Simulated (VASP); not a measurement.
# Zr (P6_3/mmc) in VASP: notebook, part 2 of 2

VASP 6.6.1.

**4. Single point, r2SCAN (26.33 Å³/atom)**

This run uses another cell than the first one, of 26.33 Å³/atom.

POSCAR

```
Zr
1.0
    3.3694958284      0.0000000000      0.0000000000
   -1.6847479142      2.9180689854      0.0000000000
    0.0000000000      0.0000000000      5.3559164913
Zr
2
Direct
    0.3333333333      0.6666666667      0.2500000000
    0.6666666667      0.3333333333      0.7500000000
```

INCAR.step1

```
PREC     = Accurate       # precision mode
ENCUT    = 520            # plane-wave cutoff, eV
ISMEAR   = -1             # smearing method
SIGMA    = 0.1            # smearing width, eV
LREAL    = F              # projectors in reciprocal space
LASPH    = T              # aspherical terms in the spheres
NELM     = 60             # most SCF steps
NBANDS   = 19             # bands
GGA      = PE             # functional
ALGO     = Normal         # electronic algorithm
EDIFF    = 1E-4           # SCF threshold, eV
LWAVE    = T              # write WAVECAR
LCHARG   = F              # write CHGCAR
```

INCAR.step2

```
PREC     = Accurate       # precision mode
ENCUT    = 520            # plane-wave cutoff, eV
EDIFF    = 1E-6           # SCF threshold, eV
ISMEAR   = -1             # smearing method
SIGMA    = 0.1            # smearing width, eV
LREAL    = F              # projectors in reciprocal space
LASPH    = T              # aspherical terms in the spheres
NELM     = 60             # most SCF steps
ALGO     = Normal         # electronic algorithm
ISIF     = 2              # what is computed and relaxed
LWAVE    = F              # write WAVECAR
LCHARG   = F              # write CHGCAR
METAGGA  = R2SCAN         # meta-GGA
LMIXTAU  = T            
NBANDS   = 19             # bands
ISTART   = 1
```

KPOINTS

```
Automatic mesh
0
Gamma
  18 18 10
```

Started as:

```
> cat potpaw_PBE.64/Zr_sv/POTCAR > POTCAR
> cp INCAR.step1 INCAR
> mpirun -np 1 vasp_std > vasp.out
> cp INCAR.step2 INCAR
> mpirun -np 1 vasp_std > vasp.out
```

Run time: 17 min. Hardware: 1 thread of Intel Xeon 8259CL, shared host; peak memory 0.32 GiB.

It converged, with:

```yaml
Free_energy: -45.3599 eV
Pressure: -8.9 GPa
Band_gap_on_the_k_mesh: zero (bands 12 and 13 overlap by 1.32 eV)
```

Stress tensor (GPa, compression positive):
```
-8.83  0.00  0.00
 0.00 -8.83  0.00
 0.00  0.00 -9.13
```

Levels at points of the mesh, in eV from the Fermi level:
| k point | band 9 | band 10 | band 11 | band 12 | band 13 | band 14 | band 15 | band 16 |
| --- | --- | --- | --- | --- | --- | --- | --- | --- |
| (0.00, 0.00, 0.00) | -5.76 | -2.86 | 0.64 | 0.96 | 0.96 | 1.10 | 1.58 | 1.58 |
| (0.50, 0.00, 0.00) | -2.48 | -2.26 | -1.88 | -0.58 | 0.70 | 0.74 | 1.40 | 4.49 |
| (0.00, 0.00, 0.50) | -4.11 | -4.11 | 0.07 | 0.07 | 0.88 | 0.88 | 0.88 | 0.88 |
| (0.50, 0.00, 0.50) | -2.64 | -2.64 | -0.87 | -0.87 | 1.19 | 1.19 | 2.18 | 2.18 |

Caveat: the cell stands under tension; the PAW data sets were made with another functional, which shifts forces and pressure a little.

**5. Single point, r2SCAN, collinear spin**

This run uses another cell than the first one, of 23.49 Å³/atom.

POSCAR

```
Zr
1.0
    3.2454403008      0.0000000000      0.0000000000
   -1.6227201504      2.8106337470      0.0000000000
    0.0000000000      0.0000000000      5.1494233959
Zr
2
Direct
    0.3333333333      0.6666666667      0.2500000000
    0.6666666667      0.3333333333      0.7500000000
```

INCAR.step1

```
PREC     = Accurate       # precision mode
ENCUT    = 520            # plane-wave cutoff, eV
ISMEAR   = -1             # smearing method
SIGMA    = 0.05           # smearing width, eV
LREAL    = False          # projectors in reciprocal space
LASPH    = True           # aspherical terms in the spheres
NELM     = 150            # most SCF steps
ISPIN    = 2              # spin polarisation
MAGMOM   = 1 1            # initial moments
LMAXMIX  = 4              # l up to which the mixer works
NBANDS   = 23             # bands
GGA      = PE             # functional
ALGO     = Normal         # electronic algorithm
EDIFF    = 1E-4           # SCF threshold, eV
LWAVE    = True           # write WAVECAR
LCHARG   = False          # write CHGCAR
```

INCAR.step2

```
PREC     = Accurate       # precision mode
ENCUT    = 520            # plane-wave cutoff, eV
EDIFF    = 1E-7           # SCF threshold, eV
ISMEAR   = -1             # smearing method
SIGMA    = 0.05           # smearing width, eV
LREAL    = False          # projectors in reciprocal space
LASPH    = True           # aspherical terms in the spheres
NELM     = 150            # most SCF steps
ALGO     = Normal         # electronic algorithm
ISIF     = 2              # what is computed and relaxed
LWAVE    = False          # write WAVECAR
LCHARG   = False          # write CHGCAR
ISPIN    = 2              # spin polarisation
MAGMOM   = 1 1            # initial moments
LORBIT   = 11             # projections on sites
LMAXMIX  = 4              # l up to which the mixer works
METAGGA  = R2SCAN         # meta-GGA
LMIXTAU  = True         
NBANDS   = 23             # bands
ISTART   = 1
```

KPOINTS

```
Automatic mesh
0
Gamma
  11 11 6
```

Potentials or basis: VASP PAW PBE potentials, release 64 (Zr_sv).

Started as:

```
> cat potpaw_PBE.64/Zr_sv/POTCAR > POTCAR
> cp INCAR.step1 INCAR
> mpirun -np 1 vasp_std > vasp.out
> cp INCAR.step2 INCAR
> mpirun -np 1 vasp_std > vasp.out
```

OUTCAR:

```text
PREC = Accurate
   ENCUT = 520
   EDIFF = 1E-7
   ISMEAR = -1
   LREAL = False
   LASPH = True
   NELM = 150
   ISIF = 2
   ISPIN = 2
   LORBIT = 11
   METAGGA = R2SCAN
   ISTART = 1

 ion  position               nearest neighbor table
   1  0.333  0.667  0.250-   2 3.18   2 3.18   2 3.18   2 3.18   2 3.18   2 3.18
   2  0.667  0.333  0.750-   1 3.18   1 3.18   1 3.18   1 3.18   1 3.18   1 3.18

  LATTYP: Found a hexagonal cell.
 ALAT       =     3.2454403008
 C/A-ratio  =     1.5866640328

  Lattice vectors:

 A1 = (   3.2454403008,   0.0000000000,   0.0000000000)
 A2 = (  -1.6227201504,   2.8106337470,   0.0000000000)
 A3 = (   0.0000000000,   0.0000000000,   5.1494233959)

Analysis of symmetry for initial positions (statically):
=====================================================================
 Subroutine PRICEL returns:
 Original cell was already a primitive cell.

 Routine SETGRP: Setting up the symmetry group for a
 hexagonal supercell.

 Subroutine GETGRP returns: Found 24 space group operations
[... 817 lines left out ...]

 spin component 2

 k-point     1 :       0.0000    0.0000    0.0000
  band No.  band energies     occupation
      1     -41.6281      1.00000
      2     -41.4649      1.00000
      3     -19.4787      1.00000
      4     -18.5793      1.00000
      5     -18.5793      1.00000
      6     -18.4409      1.00000
[... 613 lines left out ...]
     22      21.6053      0.00000
     23      21.9924      0.00000

 [... further k-points ...]
[... 5 lines left out ...]
  --------------------------------------------------------------------------------------
  -------------------------------------------------------------------------------------
  Total        0.0033467      0.0033467     -0.0085995     -0.0000000      0.0000000      0.0000000
  in kB        0.1141526      0.1141526     -0.2933230     -0.0000000      0.0000000      0.0000000
  external PRESSURE =      -0.0216726 kB  Pullay stress =       0.0000000 kB

 VOLUME and BASIS-vectors are now :
 -----------------------------------------------------------------------------
  energy-cutoff  :      520.00
  volume of cell :       46.97
      direct lattice vectors                 reciprocal lattice vectors
     3.245440301  0.000000000  0.000000000     0.308124602  0.177895822  0.000000000
    -1.622720150  2.810633747  0.000000000     0.000000000  0.355791643  0.000000000
     0.000000000  0.000000000  5.149423396     0.000000000  0.000000000  0.194196500

 POSITION                                       TOTAL-FORCE (eV/Angst)
 -----------------------------------------------------------------------------------
     -0.00000      1.87376      1.28736         0.000000      0.000000      0.000000
      1.62272      0.93688      3.86207        -0.000000     -0.000000      0.000000
 -----------------------------------------------------------------------------------
    total drift:                                0.000000     -0.000000      0.000000

  FREE ENERGIE OF THE ION-ELECTRON SYSTEM (eV)
  ---------------------------------------------------
  free  energy   TOTEN  =       -45.5067666209 eV

  energy  without entropy=      -45.4930926653  energy(sigma->0) =      -45.49992964

 total charge

# of ion       s       p       d       tot
------------------------------------------
    1        2.225   5.967   1.574   9.766
    2        2.225   5.967   1.574   9.766
--------------------------------------------------
tot          4.450  11.935   3.148  19.533

 magnetization (x)

# of ion       s       p       d       tot
------------------------------------------
    1       -0.000  -0.000  -0.000  -0.000
    2       -0.000  -0.000  -0.000  -0.000
--------------------------------------------------
tot         -0.000  -0.000  -0.000  -0.000
```

Wall time 7 min (1 thread of Intel Xeon Platinum 8259CL at 2.50GHz (Skylake/Cascade Lake), shared host); peak memory 0.25 GiB.

What came out:

| Property | Result |
| --- | --- |
| Free energy | -45.5068 eV |
| Pressure | 0.0 GPa |
| Band gap on the k mesh | zero (filled and empty bands overlap) |
| Net moment | 0.00 μB per cell |
| Valence electrons inside the program's atomic spheres | Zr 9.77 |

Caveat: the PAW data sets were made with another functional, which shifts forces and pressure a little.

**6. Overview**

```tsv
spin	cell	k mesh	smearing	gap on the mesh (eV)	pressure (GPa)
off	a = 3.287, b = 3.287, c = 5.225 Å, angles 90.0, 90.0, 120.0°, 2 atoms	18 × 18 × 10	fermi-dirac 0.1 eV	none	-3.5
off	a = 3.329, b = 3.329, c = 5.291 Å, angles 90.0, 90.0, 120.0°, 2 atoms	18 × 18 × 10	fermi-dirac 0.1 eV	none	-6.4
off	a = 3.369, b = 3.369, c = 5.356 Å, angles 90.0, 90.0, 120.0°, 2 atoms	18 × 18 × 10	fermi-dirac 0.1 eV	none	-8.9
collinear	a = 3.245, b = 3.245, c = 5.149 Å, angles 90.0, 90.0, 120.0°, 2 atoms	11 × 11 × 6	fermi-dirac 0.05 eV	none	0.0
```

Alike in all rows: task single point; level r2SCAN; potentials or basis VASP PAW PBE potentials, release 64 (Zr_sv); cutoff (eV) 520.

Caveats: the PAW data sets were made with another functional, which shifts forces and pressure a little; the cell stands under tension (at least some runs).

Absolute energies hang on the potentials; compare differences alone.
